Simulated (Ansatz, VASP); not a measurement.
One calculation of Sb, two programs

Contents of INCAR:

```
PREC = Accurate
ENCUT = 400
EDIFF = 1E-8
ISMEAR = -1
SIGMA = 0.05
LREAL = False
LASPH = True
NELM = 120
ALGO = Normal
ISIF = 2
LWAVE = False
LCHARG = False
GGA = PE
LEFG = True
NBANDS = 8
GGA_COMPAT = False
```

The input KPOINTS:

```
regular mesh
0
Gamma
  12 12 12
```

File POSCAR:

```
Sb
1.0
    0.0000000000      2.3050000000      2.2589000000
    2.3050000000      0.0000000000      2.2589000000
    2.3050000000      2.3050000000      0.0000000000
Sb
1
Direct
    0.0000000000      0.0000000000      0.0000000000
```

Input for Ansatz:

```yaml
crystal:
  lattice:
    - [0.0, 2.305, 2.2589]
    - [2.305, 0.0, 2.2589]
    - [2.305, 2.305, 0.0]
  atoms:
    - { symbol: Sb, position: [0.0, 0.0, 0.0] }
kpoints:
  mp_grid: { grid: [12, 12, 12] }
scf:
  occupations: { method: fermi_dirac, width: 0.05 }
hamiltonian:
  xc: pbe
  pseudopotentials: { kind: all_electron, datasets: crystal }
output:
  forces: true
  stress: true
  eigenvalues: true
  efg: { contact_densities: true }
```

Change from the starting cell: zz strain of -2 %, crystal datasets.

Alike in both runs: task electric field gradients; functional PBE; k mesh 12 × 12 × 12; occupations fermi-dirac, width 0.05 eV; no spin polarisation.

|  | VASP | Ansatz |
| --- | --- | --- |
| version | VASP 6.6.1 | Ansatz 0.2.0 |
| potentials or method | VASP PAW PBE potentials, release 64 (Sb), cutoff 400 eV | all-electron PAW with datasets made for the crystal, scalar-relativistic |

Ansatz gave:

```
pressure (GPa)                                       : 10.8
size of Vzz on the site where it differs most (V/Å²) : 9.7
```

**Question.** What did VASP give for the same quantities?

**Answer.** Pressure (GPa): 10.7; size of Vzz on the site where it differs most (V/Å²): 9.2.

Ansatz ran all-electron here, and VASP with PAW potentials.

Neither program's run includes spin-orbit coupling.
